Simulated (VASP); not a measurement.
Input of a VASP 6.6.1 run:

The input INCAR:

```
SYSTEM = GeCN2
PREC = Accurate ; ENCUT = 520
EDIFF = 1E-6 ; ISMEAR = -1
SIGMA = 0.05 ; LREAL = .FALSE.
LASPH = .TRUE. ; NELM = 60
ALGO = Normal ; ISIF = 2
LWAVE = .FALSE. ; LCHARG = .FALSE.
NBANDS = 22
```

File KPOINTS:

```
regular mesh
0
G
  9 9 9
  0 0 0
```

File POSCAR:

```
GeCN2
1.0
    1.7571721281      1.0145038012      4.8214809130
   -1.7571721281      1.0145038012      4.8214809130
    0.0000000000     -2.0290076023      4.8214809130
Ge N C
1 2 1
Direct
    0.0000000000      0.0000000000      0.0000000000
    0.5839044000      0.5839044000      0.5839044000
    0.4160956000      0.4160956000      0.4160956000
    0.5000000000      0.5000000000      0.5000000000
```

Potentials or basis: VASP PAW LDA potentials, release 64 (Ge_d, N, C).

Launch:

```bash
$ cat potpaw_LDA.64/Ge_d/POTCAR potpaw_LDA.64/N/POTCAR potpaw_LDA.64/C/POTCAR > POTCAR
$ mpirun -np 1 vasp_std > vasp.out
```

Task: What does it give for the band gap on the k mesh?

Result: 0.80 eV, indirect (least direct gap 1.48 eV).

Task: Predict the pressure.

Result: 2.0 GPa.

Task: What does it give for the largest force?

Result: 1.717 eV/Å.

Stress tensor (GPa, compression positive):
```
-2.63  0.00  0.00
 0.00 -2.63  0.00
 0.00  0.00 11.40
```

Caveat: forces of over 1 eV/Å act on the atoms, so gaps and moduli don't describe the material at rest. A k mesh can miss the band edges.
